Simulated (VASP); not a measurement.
# ZnO (P6_3mc) in VASP: notebook, part 2 of 2

VASP 6.6.1.

## 5. Single point, r2SCAN

This run uses another cell than the first one, of 11.81 Å³/atom.

Contents of POSCAR:

```
ZnO
1.0
    3.2353520104      0.0000000000      0.0000000000
   -1.6176760052      2.8018970312      0.0000000000
    0.0000000000      0.0000000000      5.2109135507
Zn O
2 2
Direct
    0.3333333333      0.6666666667      0.4996551295
    0.6666666667      0.3333333333     -0.0003448705
    0.6666666667      0.3333333333      0.3793548705
    0.3333333333      0.6666666667      0.8793548705
```

Contents of INCAR.step1:

```
SYSTEM = ZnO
ALGO = Normal ; EDIFF = 1E-4
ENCUT = 520 ; GGA = PE
ISMEAR = 0 ; LASPH = .TRUE.
LCHARG = .FALSE. ; LREAL = .FALSE.
LWAVE = .TRUE. ; NBANDS = 26
NELM = 100 ; PREC = Accurate
SIGMA = 0.01
```

Contents of INCAR.step2:

```
SYSTEM = ZnO
ALGO = Normal ; EDIFF = 1E-6
ENCUT = 520 ; ISIF = 2
ISMEAR = 0 ; ISTART = 1
LASPH = .TRUE. ; LCHARG = .FALSE.
LMIXTAU = .TRUE. ; LREAL = .FALSE.
LWAVE = .FALSE. ; METAGGA = R2SCAN
NBANDS = 26 ; NELM = 100
PREC = Accurate ; SIGMA = 0.01
```

Contents of KPOINTS:

```
k-points
0
G
  12 12 6
  0 0 0
```

Potentials or basis: VASP PAW PBE potentials, release 64 (Zn, O).

Run with:

```
$ cat potpaw_PBE.64/Zn/POTCAR potpaw_PBE.64/O/POTCAR > POTCAR
$ cp INCAR.step1 INCAR
$ mpirun -np 1 vasp_std > vasp.out
$ cp INCAR.step2 INCAR
$ mpirun -np 1 vasp_std > vasp.out
```

Wall time 3.9 min (1 thread of Intel Xeon Platinum 8259CL at 2.50GHz (Skylake/Cascade Lake), shared host); peak memory 0.22 GiB.

It converged, with:

- Free energy: -36.3175 eV
- Pressure: 1.0 GPa
- Largest force: 0.008 eV/Å
- Band gap on the k mesh: 1.23 eV

Forces in eV/Å, atoms in the order of the input:
```
Zn   0.000  0.000 -0.008
Zn   0.000  0.000 -0.008
O    0.000  0.000  0.008
O    0.000  0.000  0.008
```

Stress tensor (GPa, compression positive):
```
0.99 0.00 0.00
0.00 0.99 0.00
0.00 0.00 1.11
```

Levels at points of the mesh, in eV from the valence-band top:
| k point | band 16 | band 17 | band 18 | band 19 | band 20 | band 21 |
| --- | --- | --- | --- | --- | --- | --- |
| (0.00, 0.00, 0.00) | -0.10 | 0.00 | 0.00 | 1.23 | 5.87 | 8.83 |
| (0.50, 0.00, 0.00) | -2.34 | -1.31 | -0.87 | 6.43 | 7.36 | 8.08 |
| (0.00, 0.00, 0.50) | -0.40 | -0.40 | -0.40 | 3.94 | 3.94 | 10.83 |
| (0.50, 0.00, 0.50) | -1.56 | -1.41 | -1.41 | 6.25 | 6.25 | 9.18 |

Caveat: the PAW data sets were made with another functional, which shifts forces and pressure a little.

## 6. Relaxation of cell and atoms, PBE

This run uses another cell than the first one, of 11.90 Å³/atom.

Contents of INCAR:

```
PREC = Accurate
ENCUT = 600
EDIFF = 1E-7
ISMEAR = -1
SIGMA = 0.02
LREAL = F
LASPH = T
NELM = 60
ALGO = Normal
ISIF = 3
LWAVE = F
LCHARG = F
GGA = PE
IBRION = 2
NSW = 80
EDIFFG = -0.005
```

Contents of KPOINTS:

```
regular mesh
0
Gamma
  12 12 4
```

Contents of POSCAR:

```
ZnO
1.0
    3.2493080000      0.0000000000      0.0000000000
   -1.6246540000      2.8139832727      0.0000000000
    0.0000000000      0.0000000000      5.2057090000
Zn O
2 2
Direct
    0.3333333333      0.6666666667      0.5000000000
    0.6666666667      0.3333333333      0.0000000000
    0.6666666667      0.3333333333      0.3790100000
    0.3333333333      0.6666666667      0.8790100000
```

Potentials or basis: VASP PAW PBE potentials, release 64 (Zn, O).

Run with:

```
$ cat potpaw_PBE.64/Zn/POTCAR potpaw_PBE.64/O/POTCAR > POTCAR
$ mpirun -np 1 vasp_std > vasp.out
```

Wall time 8.3 min (1 thread of Intel Xeon Platinum 8259CL at 2.50GHz (Skylake/Cascade Lake), shared host); peak memory 0.22 GiB.

Results (log left out):

| Property | Result |
| --- | --- |
| Free energy | -17.8620 eV |
| Relaxed volume | 12.40 Å³/atom |
| Relaxed cell | a = 3.286 Å, b = 3.286 Å, c = 5.303 Å, α = 90.00°, β = 90.00°, γ = 120.00° |
| Space group after relaxing (to 0.1 Å) | P6_3mc (No. 186) |
| Energy gained by relaxing | 8.9 meV/atom |
| Ionic steps | 11 |
| Pressure after relaxing | 0.0 GPa |
| Band gap on the k mesh | 0.72 eV |

Step by step:
```
step  energy change (eV)  largest force (eV/Å)  pressure (GPa)  volume (Å³)
   1              0.0000                0.0744            5.81        47.60
   2             -0.0272                0.0273           -2.53        50.63
   3             -0.0357                0.0013            0.01        49.59
   4             -0.0357                0.0024           -0.11        49.63
   5             -0.0357                0.0096            0.05        49.57
   6             -0.0357                0.0104            0.04        49.57
   7             -0.0357                0.0117            0.08        49.56
   8             -0.0357                0.0107            0.08        49.56
   9             -0.0358                0.0105            0.02        49.58
  10             -0.0358                0.0101           -0.02        49.60
  11             -0.0358                0.0000           -0.01        49.59
```

Final structure:
```
CELL_PARAMETERS angstrom
3.28614 0.00000 0.00000
-1.64307 2.84588 0.00000
0.00000 0.00000 5.30254
ATOMIC_POSITIONS crystal
Zn 0.33333 0.66667 0.49993
Zn 0.66667 0.33333 0.99993
O 0.66667 0.33333 0.37908
O 0.33333 0.66667 0.87908
```

Levels at points of the mesh, in eV from the valence-band top:
| k point | band 16 | band 17 | band 18 | band 19 | band 20 | band 21 |
| --- | --- | --- | --- | --- | --- | --- |
| (0.00, 0.00, 0.00) | -0.08 | 0.00 | 0.00 | 0.72 | 5.07 | 8.06 |
| (0.50, 0.00, 0.00) | -2.13 | -1.22 | -0.79 | 5.60 | 6.81 | 7.52 |
| (0.00, 0.00, 0.50) | -0.37 | -0.37 | -0.37 | 3.35 | 3.35 | 9.89 |
| (0.50, 0.00, 0.50) | -1.42 | -1.31 | -1.31 | 5.63 | 5.63 | 8.19 |

PBE usually gives volumes a little too large and moduli too small. Zero-point motion and thermal expansion aren't in these numbers.

## 7. The runs side by side

```tsv
task	level	potentials or basis	cell	k mesh	cutoff (eV)	smearing	gap on the mesh (eV)	pressure (GPa)	largest force (eV/Å)
single point	PBE	VASP PAW PBE potentials, release 64 (Zn, O)	a = 3.280, b = 3.280, c = 5.293 Å, angles 90.0, 90.0, 120.0°, 4 atoms	12 × 12 × 4	520	fermi-dirac 0.02 eV	0.73	0.9	-
single point	PBE	VASP PAW PBE potentials, release 64 (Zn, O)	a = 3.235, b = 3.235, c = 5.211 Å, angles 90.0, 90.0, 120.0°, 4 atoms	12 × 12 × 6	520	fermi-dirac 0.02 eV	0.79	7.2	-
single point	LDA	VASP PAW LDA potentials, release 64 (Zn, O)	a = 3.235, b = 3.235, c = 5.211 Å, angles 90.0, 90.0, 120.0°, 4 atoms	12 × 12 × 6	520	gaussian 0.01 eV	0.75	-5.0	0.01
single point	r2SCAN	VASP PAW PBE potentials, release 64 (Zn, O)	a = 3.235, b = 3.235, c = 5.211 Å, angles 90.0, 90.0, 120.0°, 4 atoms	12 × 12 × 6	520	gaussian 0.01 eV	1.23	1.0	0.01
relaxation of cell and atoms	PBE	VASP PAW PBE potentials, release 64 (Zn, O)	relaxed from a = 3.249, b = 3.249, c = 5.206 Å, angles 90.0, 90.0, 120.0°, 4 atoms	12 × 12 × 4	600	fermi-dirac 0.02 eV	0.72	0.0	-
```

Alike in all rows: no spin polarisation.

Caveats: the cell stands under pressure (at least some runs); the cell stands under tension (at least some runs); the PAW data sets were made with another functional, which shifts forces and pressure a little (at least some runs).

Total energies depend on the potentials used, so only differences within one code and one set of settings carry meaning.

## 8. Comparison with measurements

Step 2. A measured gap of ZnO is 3.37 eV (quoted in “Electronic structure of alkaline earth and post-transition metal oxides”, 2009, arxiv:0908.1581); the calculated 0.73 eV misses it by -2.64 eV. So large a miss can be the level of theory's own, or it may mean another phase, state or a wrong row. The value is that of PBE, without temperature or zero-point motion. Semilocal functionals fall short of measured gaps as a rule.
